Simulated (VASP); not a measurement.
# PrBe3Si in VASP: notebook, part 2 of 2

VASP 6.6.1.

### 3 Single point, PBE

Contents of INCAR:

```
SYSTEM = PrBe3Si
PREC = Accurate
ENCUT = 600
EDIFF = 1E-6
ISMEAR = 0
SIGMA = 0.2
LREAL = .FALSE.
LASPH = .TRUE.
NELM = 200
ALGO = Normal
ISIF = 2
LWAVE = .FALSE.
LCHARG = .FALSE.
GGA = PE
NBANDS = 32
GGA_COMPAT = .FALSE.
LMAXMIX = 6
```

Contents of KPOINTS:

```
Automatic mesh
0
G
  4 4 4
  0 0 0
```

Contents of POSCAR:

```
PrBe3Si
1.0
    1.9689960665     -1.9683672119     -4.7686806004
    1.9670411571     -1.9677310722      4.7669909909
   -3.9233698496     -3.9233666303     -0.0002909509
Pr Be Si
2 6 2
Direct
    0.9792886029      0.0205903083      1.0000250891
    0.4798692034      0.5201359290      0.5000279149
    0.1025786781      0.8975247922      0.4999486138
    0.6035395940      0.3966763588      0.9999645015
    0.9749942577      0.5273754069      0.7494049277
    0.4727416157      0.0251596461      0.2503174340
    0.4726072349      0.0250012841      0.7497034785
    0.9749812737      0.5273306988      0.2505725308
    0.3550042018      0.6447688887      0.9999826166
    0.8543953176      0.1454367073      0.5000528933
```

Potentials or basis: VASP PAW PBE potentials, release 64 (Pr_3, Be, Si), 4f in core.

Launch:

```
> cat potpaw_PBE.64/Pr_3/POTCAR potpaw_PBE.64/Be/POTCAR potpaw_PBE.64/Si/POTCAR > POTCAR
> mpirun -np 1 vasp_std > vasp.out
```

Wall time 1.9 min (1 thread of AMD EPYC 9R45 (Zen 5), shared host); peak memory 0.41 GiB.

It converged, with:

```yaml
Free_energy: -45.2503 eV
Pressure: 0.1 GPa
Largest_force: 0.011 eV/Å
Band_gap_on_the_k_mesh: zero (bands 21 and 22 overlap by 1.42 eV)
```

Forces in eV/Å, atoms in the order of the input:
```
Pr   0.002 -0.001  0.007
Pr   0.000  0.003  0.010
Be  -0.001 -0.001 -0.011
Be  -0.002  0.001 -0.011
Be  -0.004 -0.001 -0.003
Be   0.000  0.000 -0.004
Be   0.003 -0.001 -0.003
Be  -0.001  0.004 -0.003
Si   0.000 -0.004  0.009
Si   0.002  0.000  0.010
```

Stress tensor (GPa, compression positive):
```
 0.20  0.00  0.05
 0.00  0.20 -0.04
 0.05 -0.04  0.03
```

Levels at points of the mesh, in eV from the Fermi level:
```
           k point  band 17  band 18  band 19  band 20  band 21  band 22  band 23  band 24  band 25  band 26
(0.00, 0.00, 0.00)    -2.33    -2.33    -1.78    -1.01    -0.97     1.59     1.63     2.22     2.90     3.24
(0.50, 0.00, 0.00)    -1.93    -1.91    -0.95    -0.92    -0.53    -0.52     2.16     2.18     2.74     2.76
(0.00, 0.50, 0.00)    -1.93    -1.91    -0.95    -0.92    -0.53    -0.52     2.16     2.19     2.74     2.76
(0.50, 0.50, 0.00)    -1.80    -1.79    -1.18    -0.98     0.23     1.17     1.53     1.56     3.24     3.44
(0.00, 0.00, 0.50)    -1.96    -1.94    -1.06    -1.06    -0.89    -0.89     3.44     3.44     3.63     3.65
(0.50, 0.00, 0.50)    -1.72    -1.71     0.01     0.02     0.53     0.53     0.67     0.68     1.64     1.65
(0.00, 0.50, 0.50)    -1.72    -1.71     0.01     0.02     0.53     0.53     0.68     0.68     1.64     1.65
(0.50, 0.50, 0.50)    -0.86    -0.85    -0.79    -0.78     0.04     0.05     1.74     1.75     1.81     1.82
```

Caveat: spin-orbit coupling is left out, which moves the levels of the heavy elements; the 4f electrons are frozen in the core, so they carry no moment and show no levels.

### 4 Single point, PBE (12.94 Å³/atom)

Contents of INCAR:

```
SYSTEM = PrBe3Si
PREC = Accurate
ENCUT = 600
EDIFF = 1E-6
ISMEAR = 0
SIGMA = 0.1
LREAL = .False.
LASPH = .True.
NELM = 200
ALGO = Normal
ISIF = 2
LWAVE = .False.
LCHARG = .False.
GGA = PE
NBANDS = 18
GGA_COMPAT = .False.
LMAXMIX = 6
```

Contents of KPOINTS:

```
regular mesh
0
Gamma
  12 12 12
  0 0 0
```

Contents of POSCAR:

```
PrBe3Si
1.0
   -1.8994234252      1.8994234252      4.4817459098
    1.8994234252     -1.8994234252      4.4817459098
    1.8994234252      1.8994234252     -4.4817459098
Pr Be Si
1 3 1
Direct
    0.0212586733      0.0212586733      0.0000000000
    0.3930498085      0.3930498085      0.0000000000
    0.2772862674      0.7772862674      0.5000000000
    0.7772862674      0.2772862674      0.5000000000
    0.6461189935      0.6461189935      0.0000000000
```

Launch:

```
> cat potpaw_PBE.64/Pr_3/POTCAR potpaw_PBE.64/Be/POTCAR potpaw_PBE.64/Si/POTCAR > POTCAR
> mpirun -np 1 vasp_std > vasp.out
```

It took 2.4 min on 1 thread of AMD EPYC 9R45 (Zen 5), shared host; peak memory 0.41 GiB.

It converged, with:

* Free energy: -22.2385 eV
* Pressure: 15.7 GPa
* Largest force: 0.010 eV/Å
* Band gap on the k mesh: zero (an odd number of electrons rules out a gap without spin polarisation)

Forces in eV/Å, atoms in the order of the input:
```
Pr   0.000  0.000  0.010
Be   0.000  0.000 -0.004
Be   0.000  0.000 -0.004
Be   0.000  0.000 -0.004
Si   0.000  0.000  0.001
```

Stress tensor (GPa, compression positive):
```
15.78  0.00  0.00
 0.00 15.78  0.00
 0.00  0.00 15.61
```

Levels at points of the mesh, in eV from the Fermi level:
| k point | band 7 | band 8 | band 9 | band 10 | band 11 | band 12 | band 13 | band 14 | band 15 | band 16 |
| --- | --- | --- | --- | --- | --- | --- | --- | --- | --- | --- |
| (0.00, 0.00, 0.00) | -2.60 | -2.60 | -2.56 | -1.17 | 1.92 | 1.92 | 2.66 | 3.46 | 3.74 | 6.49 |
| (0.50, 0.00, 0.00) | -3.19 | -2.97 | -1.87 | 0.06 | 0.67 | 0.92 | 1.77 | 3.43 | 4.86 | 5.75 |
| (0.50, 0.50, 0.00) | -4.17 | -3.70 | -3.21 | -1.78 | -0.60 | 4.15 | 5.21 | 5.36 | 6.46 | 6.73 |
| (0.50, 0.50, 0.50) | -1.85 | -1.85 | -1.34 | 0.61 | 1.56 | 1.87 | 1.87 | 3.77 | 4.03 | 5.25 |

Caveat: the cell stands under pressure; spin-orbit coupling is left out, which moves the levels of the heavy elements; the 4f electrons are frozen in the core, so they carry no moment and show no levels.

### 5 Single point, PBE (13.38 Å³/atom)

Contents of INCAR:

```
  ALGO = Normal
  EDIFF = 1E-6
  ENCUT = 600
  GGA = PE
  GGA_COMPAT = False
  ISIF = 2
  ISMEAR = 0
  LASPH = True
  LCHARG = False
  LMAXMIX = 6
  LREAL = False
  LWAVE = False
  NBANDS = 18
  NELM = 200
  PREC = Accurate
  SIGMA = 0.1
```

Contents of KPOINTS:

```
k-points
0
Gamma
  12 12 12
```

Contents of POSCAR:

```
PrBe3Si
1.0
   -1.9182828101      1.9182828101      4.5438528688
    1.9182828101     -1.9182828101      4.5438528688
    1.9182828101      1.9182828101     -4.5438528688
Pr Be Si
1 3 1
Direct
    0.0211123558      0.0211123558      0.0000000000
    0.3936979890      0.3936979890      0.0000000000
    0.2770338778      0.7770338778      0.5000000000
    0.7770338778      0.2770338778      0.5000000000
    0.6461219097      0.6461219097      0.0000000000
```

Potentials or basis: VASP PAW PBE potentials, release 64 (Pr_3, Be, Si), 4f in core.

Launch:

```
> cat potpaw_PBE.64/Pr_3/POTCAR potpaw_PBE.64/Be/POTCAR potpaw_PBE.64/Si/POTCAR > POTCAR
> mpirun -np 1 vasp_std > vasp.out
```

OUTCAR:

```text
EDIFF = 1E-6
   ENCUT = 600
   GGA = PE
   ISIF = 2
   ISMEAR = 0
   LASPH = True
   LREAL = False
   NELM = 200
   PREC = Accurate

 ion  position               nearest neighbor table
   1  0.021  0.021  0.000-   3 2.93   4 2.93   4 2.93   3 2.93   5 2.94   5 2.94   5 2.94   5 2.94
                             2 2.95   2 2.95   2 2.95   2 2.95   3 3.01   4 3.01   4 3.01   3 3.01
   2  0.394  0.394  0.000-   3 2.19   4 2.19   3 2.19   4 2.19   5 2.29   1 2.95   1 2.95   1 2.95
                             1 2.95
   3  0.277  0.777  0.500-   2 2.19   2 2.19   5 2.26   5 2.26   1 2.93   1 2.93   1 3.01   1 3.01
[... 714 lines left out ...]
  -------------------------------------------------------------------------------------
  Total        4.5773364      4.5773364      4.5133462      0.0000000      0.0000000      0.0000000
  in kB      109.6513259    109.6513259    108.1184247      0.0000000      0.0000000      0.0000000
  external PRESSURE =     109.1403588 kB  Pullay stress =       0.0000000 kB

 VOLUME and BASIS-vectors are now :
 -----------------------------------------------------------------------------
  energy-cutoff  :      600.00
  volume of cell :       66.88
      direct lattice vectors                 reciprocal lattice vectors
    -1.918282810  1.918282810  4.543852869     0.000000000  0.260649784  0.110038774
     1.918282810 -1.918282810  4.543852869     0.260649784  0.000000000  0.110038774
     1.918282810  1.918282810 -4.543852869     0.260649784  0.260649784  0.000000000

 POSITION                                       TOTAL-FORCE (eV/Angst)
 -----------------------------------------------------------------------------------
      0.00000      0.00000      0.19186        -0.000000     -0.000000      0.011217
      0.00000      0.00000      3.57781        -0.000000     -0.000000     -0.003970
      1.91828      0.00000      2.51760        -0.000000      0.000000     -0.004078
      0.00000      1.91828      2.51760         0.000000     -0.000000     -0.004078
      0.00000      0.00000      5.87177         0.000000      0.000000      0.000909
 -----------------------------------------------------------------------------------
    total drift:                               -0.000000     -0.000000      0.000175

  FREE ENERGIE OF THE ION-ELECTRON SYSTEM (eV)
  ---------------------------------------------------
  free  energy   TOTEN  =       -22.4207855407 eV

  energy  without entropy=      -22.4147908090  energy(sigma->0) =      -22.41778817
```

stdout:

```text
POSCAR found type information on POSCAR PrBeSi
 POSCAR found :  3 types and       5 ions
 scaLAPACK will be used
 LDA part: xc-table for (Slater+PW92), standard interpolation
 POSCAR, INCAR and KPOINTS ok, starting setup
 FFT: planning ... GRIDC
 FFT: planning ... GRID_SOFT
 FFT: planning ... GRID
 WAVECAR not read
 entering main loop
```

Run time: 2.3 min. Hardware: 1 thread of AMD EPYC 9R45 (Zen 5), shared host; peak memory 0.42 GiB.

What came out:

```
Free energy            : -22.4208 eV
Pressure               : 10.9 GPa
Largest force          : 0.011 eV/Å
Band gap on the k mesh : zero (an odd number of electrons rules out a gap without spin polarisation)
```

Forces on the atoms (eV/Å):
```
Pr   0.000  0.000  0.011
Be   0.000  0.000 -0.004
Be   0.000  0.000 -0.004
Be   0.000  0.000 -0.004
Si   0.000  0.000  0.001
```

Caveat: the cell stands under pressure; spin-orbit coupling is left out, which moves the levels of the heavy elements; the 4f electrons are frozen in the core, so they carry no moment and show no levels. Spin polarisation is off, so any magnetic state and its effect on volume and gap are missing.

### 6 The runs side by side

```tsv
cell	k mesh	smearing	gap on the mesh (eV)	pressure (GPa)	largest force (eV/Å)
a = 5.490, b = 5.490, c = 5.575 Å, angles 90.0, 90.0, 119.0°, 10 atoms, atomic positions A	4 × 4 × 4	gaussian 0.2 eV	none	0.2	0.07
a = 5.522, b = 5.520, c = 5.548 Å, angles 90.0, 90.0, 119.5°, 10 atoms, atomic positions B	4 × 4 × 4	gaussian 0.2 eV	none	0.1	0.01
a = 5.225 Å, angles 137.4, 137.4, 61.9°, 5 atoms, atomic positions C	12 × 12 × 12	gaussian 0.1 eV	none	15.7	0.01
a = 5.292 Å, angles 137.5, 137.5, 61.7°, 5 atoms, atomic positions D	12 × 12 × 12	gaussian 0.1 eV	none	10.9	0.01
```

Alike in all rows: task single point; level PBE; potentials or basis VASP PAW PBE potentials, release 64 (Pr_3, Be, Si), 4f in core; no spin polarisation; cutoff (eV) 600.

Caveats: spin-orbit coupling is left out, which moves the levels of the heavy elements; the 4f electrons are frozen in the core, so they carry no moment and show no levels; the cell stands under pressure (at least some runs).

Absolute energies hang on the potentials; compare differences alone.
